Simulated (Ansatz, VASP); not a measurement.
## Two plane-wave programs on Lu

Contents of INCAR:

```
  ALGO = Normal
  EDIFF = 1E-8
  ENCUT = 520
  GGA = PE
  ISIF = 2
  ISMEAR = -1
  LASPH = True
  LCHARG = False
  LEFG = True
  LREAL = False
  LWAVE = False
  NBANDS = 18
  NELM = 60
  PREC = Accurate
  SIGMA = 0.05
```

KPOINTS

```
k-points
0
Gamma
  15 15 15
```

Contents of POSCAR:

```
Lu
1.0
   -1.9861473462      1.9861473462      1.9861473462
    1.9861473462     -1.9861473462      1.9861473462
    1.9861473462      1.9861473462     -1.9861473462
Lu
1
Direct
    0.0000000000      0.0000000000      0.0000000000
```

Input for Ansatz:

```yaml
crystal:
  lattice:
    - [-1.9861473462, 1.9861473462, 1.9861473462]
    - [1.9861473462, -1.9861473462, 1.9861473462]
    - [1.9861473462, 1.9861473462, -1.9861473462]
  atoms:
    - { symbol: Lu, position: [0.0, 0.0, 0.0] }
kpoints:
  mp_grid: { grid: [15, 15, 15] }
scf:
  occupations: { method: fermi_dirac, width: 0.05 }
hamiltonian:
  xc: pbe
  pseudopotentials: { kind: paw }
output:
  forces: true
  stress: true
  eigenvalues: true
  efg: { contact_densities: true }
```

Change from the starting cell: volume scaled by 1.05, PAW files.

Alike in both runs: task electric field gradients; functional PBE; k mesh 15 × 15 × 15; occupations fermi-dirac, width 0.05 eV; no spin polarisation.

|  | VASP | Ansatz |
| --- | --- | --- |
| version | VASP 6.6.1 | Ansatz 0.2.0 |
| potentials or method | VASP PAW PBE potentials, release 64 (Lu) | PAW with Ansatz's default frozen-core files, scalar-relativistic |
| plane-wave cutoff (eV) | 520 | 420 |
| valence electrons in the cell | 25 | 25 |

```csv
,VASP,Ansatz,Ansatz less VASP
pressure (GPa),-2.1,-2.2,-0.10
```

Neither program's run includes spin-orbit coupling.
